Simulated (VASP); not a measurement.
# RbHgBr2 (P4/mmm) in VASP: further runs, part 2 of 2

VASP 6.6.1.

## 3. Single point, PBE

This run uses another cell than the first one, of 38.96 Å³/atom, 1.105 times its volume.

Contents of INCAR:

```
PREC     = Accurate       # precision mode
ENCUT    = 520            # plane-wave cutoff, eV
EDIFF    = 1E-6           # SCF threshold, eV
ISMEAR   = 0              # smearing method
SIGMA    = 0.1            # smearing width, eV
LREAL    = False          # projectors in reciprocal space
LASPH    = True           # aspherical terms in the spheres
NELM     = 100            # most SCF steps
ALGO     = Normal         # electronic algorithm
ISIF     = 2              # what is computed and relaxed
LWAVE    = False          # write WAVECAR
LCHARG   = True           # write CHGCAR
GGA      = PE             # functional
LELF     = True           # ELF
LVHAR    = True         
NBANDS   = 26             # bands
```

Contents of KPOINTS:

```
regular mesh
0
Gamma
  4 4 4
```

Contents of POSCAR:

```
RbHgBr2
1.0
    5.8736496258      0.0000000000      0.0000000000
    0.0000000000      5.8736496258      0.0000000000
    0.0000000000      0.0000000000      4.5168839405
Rb Hg Br
1 1 2
Direct
    0.5000000000      0.5000000000      0.5000000000
    0.0000000000      0.0000000000      0.0000000000
    0.5000000000      0.0000000000      0.0000000000
    0.0000000000      0.5000000000      0.0000000000
```

Potentials or basis: VASP PAW PBE potentials, release 64 (Rb_sv, Hg, Br).

On the command line:

```console
$ cat potpaw_PBE.64/Rb_sv/POTCAR potpaw_PBE.64/Hg/POTCAR potpaw_PBE.64/Br/POTCAR > POTCAR
$ mpirun -np 1 vasp_std > vasp.out
```

Wall time 88 s (1 thread of AMD EPYC 9R45 (Zen 5), shared host); peak memory 0.27 GiB.

The run converged. Its results:

```yaml
Free_energy: -8.4065 eV
Pressure: -0.1 GPa
```

Stress tensor (GPa, compression positive):
```
-0.06  0.00  0.00
 0.00 -0.06  0.00
 0.00  0.00 -0.18
```

Levels at points of the mesh, in eV from the Fermi level:
```
           k point  band 15  band 16  band 17  band 18  band 19  band 20
(0.00, 0.00, 0.00)    -2.29    -2.19    -2.19    -1.98     3.11     4.42
(0.50, 0.00, 0.00)    -2.35    -2.20    -1.99     0.59     3.62     4.71
(0.50, 0.50, 0.00)    -2.05    -1.96    -1.19     1.71     3.64     3.64
(0.00, 0.00, 0.50)    -2.63    -2.24    -2.24    -2.00     3.17     5.45
(0.50, 0.00, 0.50)    -2.71    -2.49    -2.47     0.90     2.55     5.19
(0.50, 0.50, 0.50)    -2.54    -1.85    -1.14     1.75     2.10     4.26
```

Caveat: spin-orbit coupling is left out, which moves the levels of the heavy elements; an odd number of electrons without spin polarisation forces a metal; a magnetic or distorted state may lie lower.

## 4. Relaxation of cell and atoms, PBE

Contents of INCAR:

```
PREC = Accurate
ENCUT = 600
EDIFF = 1E-7
ISMEAR = 0
SIGMA = 0.1
LREAL = False
LASPH = True
NELM = 100
ALGO = Normal
ISIF = 3
LWAVE = False
LCHARG = False
GGA = PE
IBRION = 2
NSW = 90
EDIFFG = -0.04
```

KPOINTS is that of step 3.

Contents of POSCAR:

```
RbHgBr2
1.0
    5.3460000000      0.0000000000      0.0000000000
    0.0000000000      5.3460000000      0.0000000000
    0.0000000000      0.0000000000      4.9346513600
Rb Hg Br
1 1 2
Direct
    0.5000000000      0.5000000000      0.5000000000
    0.0000000000      0.0000000000      0.0000000000
    0.5000000000      0.0000000000      0.0000000000
    0.0000000000      0.5000000000      0.0000000000
```

On the command line:

```console
$ cat potpaw_PBE.64/Rb_sv/POTCAR potpaw_PBE.64/Hg/POTCAR potpaw_PBE.64/Br/POTCAR > POTCAR
$ mpirun -np 1 vasp_std > vasp.out
```

Run time: 7 min. Hardware: 1 thread of AMD EPYC 9R45 (Zen 5), shared host; peak memory 0.32 GiB.

The run converged. Its results:

- Free energy: -8.4058 eV
- Relaxed volume: 38.48 Å³/atom
- Relaxed cell: a = 5.868 Å, b = 5.868 Å, c = 4.470 Å, α = 90.00°, β = 90.00°, γ = 90.00°
- Space group after relaxing (to 0.05 Å): P4/mmm (No. 123)
- Energy gained by relaxing: 172.6 meV/atom
- Ionic steps: 7
- Pressure after relaxing: 0.0 GPa

The path:
```csv
step,energy change (eV),largest force (eV/Å),pressure (GPa),volume (Å³)
1,0.0000,0.0000,5.75,141.03
2,-0.6404,0.0000,-0.37,167.92
3,-0.6404,0.0000,-0.36,167.87
4,-0.6529,0.0000,-0.32,165.84
5,-0.6803,0.0000,-0.18,159.75
6,-0.6799,0.0000,0.27,147.50
7,-0.6906,0.0000,0.00,153.91
```

Final structure:
```cif
data_structure
_symmetry_space_group_name_H-M 'P 1'
_symmetry_Int_Tables_number 1
_cell_length_a 5.8681
_cell_length_b 5.8681
_cell_length_c 4.4695
_cell_angle_alpha 90.000
_cell_angle_beta 90.000
_cell_angle_gamma 90.000
_cell_volume 153.91
loop_
_atom_site_label
_atom_site_type_symbol
_atom_site_fract_x
_atom_site_fract_y
_atom_site_fract_z
_atom_site_occupancy
Rb1 Rb 0.50000 0.50000 0.50000 1
Hg1 Hg 0.00000 0.00000 0.00000 1
Br1 Br 0.50000 0.00000 0.00000 1
Br2 Br 0.00000 0.50000 0.00000 1
```

Levels at points of the mesh, in eV from the Fermi level:
```csv
k point,band 15,band 16,band 17,band 18,band 19,band 20
"(0.00, 0.00, 0.00)",-2.27,-2.21,-2.21,-1.97,3.12,4.43
"(0.50, 0.00, 0.00)",-2.37,-2.19,-1.98,0.59,3.64,4.68
"(0.50, 0.50, 0.00)",-2.05,-1.98,-1.20,1.71,3.63,3.63
"(0.00, 0.00, 0.50)",-2.67,-2.26,-2.26,-1.99,3.16,5.49
"(0.50, 0.00, 0.50)",-2.74,-2.51,-2.49,0.91,2.52,5.22
"(0.50, 0.50, 0.50)",-2.57,-1.87,-1.15,1.71,2.12,4.26
```

Caveat: spin-orbit coupling is left out, which moves the levels of the heavy elements; an odd number of electrons without spin polarisation forces a metal; a magnetic or distorted state may lie lower.

## 5. Relaxation of cell and atoms, PBE

This run uses another cell than the first one, of 38.96 Å³/atom, 1.105 times its volume.

Contents of INCAR:

```
SYSTEM = RbHgBr2
PREC = Accurate
ENCUT = 600
EDIFF = 1E-6
ISMEAR = 0
SIGMA = 0.1
LREAL = .FALSE.
LASPH = .TRUE.
NELM = 100
ALGO = Normal
ISIF = 3
LWAVE = .FALSE.
LCHARG = .FALSE.
GGA = PE
IBRION = 2
NSW = 100
EDIFFG = -0.01
```

Contents of KPOINTS:

```
Automatic mesh
0
G
  8 8 10
  0 0 0
```

Contents of POSCAR:

```
RbHgBr2
1.0
    5.8736496258      0.0000000000      0.0000000000
    0.0000000000      5.8736496258      0.0000000000
    0.0000000000      0.0000000000      4.5168839405
Rb Hg Br
1 1 2
Direct
    0.5000000000      0.5000000000      0.5000000000
    0.0000000000      0.0000000000      0.0000000000
    0.5000000000      0.0000000000      0.0000000000
    0.0000000000      0.5000000000      0.0000000000
```

Potentials or basis: VASP PAW PBE potentials, release 64 (Rb_sv, Hg, Br).

On the command line:

```console
$ cat potpaw_PBE.64/Rb_sv/POTCAR potpaw_PBE.64/Hg/POTCAR potpaw_PBE.64/Br/POTCAR > POTCAR
$ mpirun -np 1 vasp_std > vasp.out
```

OUTCAR:

```text
SYSTEM = RbHgBr2
   PREC = Accurate
   ENCUT = 600
   EDIFF = 1E-6
   ISMEAR = 0
   LREAL = .FALSE.
   LASPH = .TRUE.
   NELM = 100
   ISIF = 3
   GGA = PE
   IBRION = 2
   NSW = 100
   EDIFFG = -0.01

 ion  position               nearest neighbor table
   1  0.500  0.500  0.500-   3 3.70   4 3.70   3 3.70   4 3.70   3 3.70   3 3.70   4 3.70   4 3.70
                             2 4.73   2 4.73   2 4.73   2 4.73   2 4.73   2 4.73   2 4.73   2 4.73
   2  0.000  0.000  0.000-   3 2.94   4 2.94   4 2.94   3 2.94   1 4.73   1 4.73   1 4.73   1 4.73
                             1 4.73   1 4.73   1 4.73   1 4.73
   3  0.500  0.000  0.000-   2 2.94   2 2.94   1 3.70   1 3.70   1 3.70   1 3.70
   4  0.000  0.500  0.000-   2 2.94   2 2.94   1 3.70   1 3.70   1 3.70   1 3.70

  LATTYP: Found a simple tetragonal cell.
 ALAT       =     5.8736496258
 C/A-ratio  =     0.7690080662

  Lattice vectors:
[... 343 lines left out ...]
  free energy    TOTEN  =        -8.36927096 eV

  energy without entropy =       -8.36474753  energy(sigma->0) =       -8.36700924

 E-fermi :   0.5514     XC(G=0):  -7.5503

 val. band max:        0.5159973569   @ k =   0.3750   0.0000   0.3000
 cond. band min:       0.5907431258   @ k =   0.3750   0.1250   0.3000
 fundamental gap:      0.0747457689
 Fermi energy:         0.5514458903

 k-point     1 :       0.0000    0.0000    0.0000
  band No.  band energies     occupation
      1     -26.4686      2.00000
      2     -14.3869      2.00000
      3     -14.1793      2.00000
      4     -10.5692      2.00000
      5     -10.5692      2.00000
      6     -10.5072      2.00000
[... 565 lines left out ...]
     20       5.1469      0.00000
     21       5.1789      0.00000

 [... further k-points ...]

------------------------ aborting loop because EDIFF is reached ----------------------------------------

  FORCE on cell =-STRESS in cart. coord.  units (eV):
  Direction    XX          YY          ZZ          XY          YZ          ZX
  --------------------------------------------------------------------------------------
  -------------------------------------------------------------------------------------
  Total       -0.0038195     -0.0038195      0.0155803      0.0000000     -0.0000000      0.0000000
  in kB       -0.0395978     -0.0395978      0.1615271      0.0000000     -0.0000000      0.0000000
  external PRESSURE =       0.0274438 kB  Pullay stress =       0.0000000 kB
[... 19 lines left out ...]
  FREE ENERGIE OF THE ION-ELECTRON SYSTEM (eV)
  ---------------------------------------------------
  free  energy   TOTEN  =        -8.3692709557 eV

  energy  without entropy=       -8.3647475330  energy(sigma->0) =       -8.36700924

 reached required accuracy - stopping structural energy minimisation
```

It took 9.6 min on 1 thread of Intel Xeon Platinum 8559C (Emerald Rapids), shared host; peak memory 0.59 GiB.

What came out:

```yaml
Free_energy: -8.3693 eV
Relaxed_volume: 38.64 Å³/atom
Relaxed_cell: a = 5.888 Å, b = 5.888 Å, c = 4.457 Å, α = 90.00°, β = 90.00°, γ = 90.00°
Space_group_after_relaxing_to_0.05_Å: P4/mmm (No. 123)
Energy_gained_by_relaxing: 0.3 meV/atom
Ionic_steps: 5
Pressure_after_relaxing: 0.0 GPa
```

Step by step:
| step | energy change (eV) | largest force (eV/Å) | pressure (GPa) | volume (Å³) |
| --- | --- | --- | --- | --- |
| 1 | 0.0000 | 0.0000 | 0.03 | 155.83 |
| 2 | -0.0004 | 0.0000 | -0.02 | 155.99 |
| 3 | -0.0006 | 0.0000 | -0.08 | 156.22 |
| 4 | -0.0008 | 0.0000 | -0.06 | 155.75 |
| 5 | -0.0010 | 0.0000 | 0.00 | 154.54 |

Final structure:
```
CELL_PARAMETERS angstrom
5.88816 0.00000 0.00000
0.00000 5.88816 0.00000
0.00000 0.00000 4.45742
ATOMIC_POSITIONS crystal
Rb 0.50000 0.50000 0.50000
Hg 0.00000 0.00000 0.00000
Br 0.50000 0.00000 0.00000
Br 0.00000 0.50000 0.00000
```

Caveat: spin-orbit coupling is left out, which moves the levels of the heavy elements; an odd number of electrons without spin polarisation forces a metal; a magnetic or distorted state may lie lower.

## 6. Summary

```csv
task,cell,k mesh,cutoff (eV),gap on the mesh (eV),pressure (GPa),relaxed volume (Å³/atom)
single point,"a = 5.346, b = 5.346, c = 4.935 Å, 4 atoms",4 × 4 × 4,520,none,5.7,-
single point,"a = 5.874, b = 5.874, c = 4.517 Å, 4 atoms",4 × 4 × 4,520,none,-0.1,-
relaxation of cell and atoms,"relaxed from a = 5.346, b = 5.346, c = 4.935 Å, 4 atoms",4 × 4 × 4,600,none,0.0,38.48
relaxation of cell and atoms,"relaxed from a = 5.874, b = 5.874, c = 4.517 Å, 4 atoms",8 × 8 × 10,600,none,0.0,38.64
```

Alike in all rows: level PBE; potentials or basis VASP PAW PBE potentials, release 64 (Rb_sv, Hg, Br); no spin polarisation; smearing gaussian 0.1 eV.

Caveats: spin-orbit coupling is left out, which moves the levels of the heavy elements; an odd number of electrons without spin polarisation forces a metal; a magnetic or distorted state may lie lower.

Total energies depend on the potentials used, so only differences within one code and one set of settings carry meaning.
